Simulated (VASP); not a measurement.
A run of VASP 6.6.1:

INCAR

```
ALGO = Normal
EDIFF = 1E-6
ENCUT = 520
GGA = PE
ISIF = 2
ISMEAR = -1
IVDW = 12
LASPH = True
LCHARG = False
LREAL = Auto
LWAVE = False
NBANDS = 48
NELECT = 66.0
NELM = 60
PREC = Accurate
SIGMA = 0.05
```

File KPOINTS:

```
k-points
0
Gamma
  1 1 1
```

The input POSCAR:

```
LiSi16
1.0
    0.0000000000      5.4300000000      5.4300000000
    5.4300000000      0.0000000000      5.4300000000
    5.4300000000      5.4300000000      0.0000000000
Si Li
16 1
Direct
    0.1481345304     -0.1087146409     -0.0502348987
   -0.0913372928      0.1754949355      0.0820442910
   -0.0564635359     -0.2041637201      0.3453349908
    0.2533444751      0.1796109576      0.8405109576
   -0.2404940147      0.6061302947     -0.1492098527
    0.3402395028      0.5550002762      0.1868161142
    0.1504883057      0.4121175875      0.5473492634
    0.0695446593      0.6918350829      0.6169691529
    0.3845895028      0.0655197053      0.1008211786
    0.7690133517      0.0055912523     -0.0211326888
    0.6186561694     -0.1592928177      0.3399434622
    0.5568758748      0.2721666667      0.7688239411
    0.6101880295      0.3471983425     -0.0214202578
    0.5480314917      0.7035410681      0.1609473297
    0.4358670350      0.6084429098      0.5539290976
    0.7695412523      0.5306397790      0.5911830571
   -0.0234715470      1.1339371087      0.4277802026
```

Potentials or basis: VASP PAW PBE potentials, release 64 (Si, Li_sv).

Run with:

```console
$ cat potpaw_PBE.64/Si/POTCAR potpaw_PBE.64/Li_sv/POTCAR > POTCAR
$ mpirun -np 1 vasp_gam > vasp.out
```

Hardware: 1 thread of Intel(R) Xeon(R) Platinum 8488C (Sapphire Rapids), with other jobs on the host.

Estimate the wall time of this run.

Wall time 32 s on 1 thread of Intel(R) Xeon(R) Platinum 8488C (Sapphire Rapids) (shared host), peak memory 0.42 GiB. Counts: scf iterations 16, k points 1.
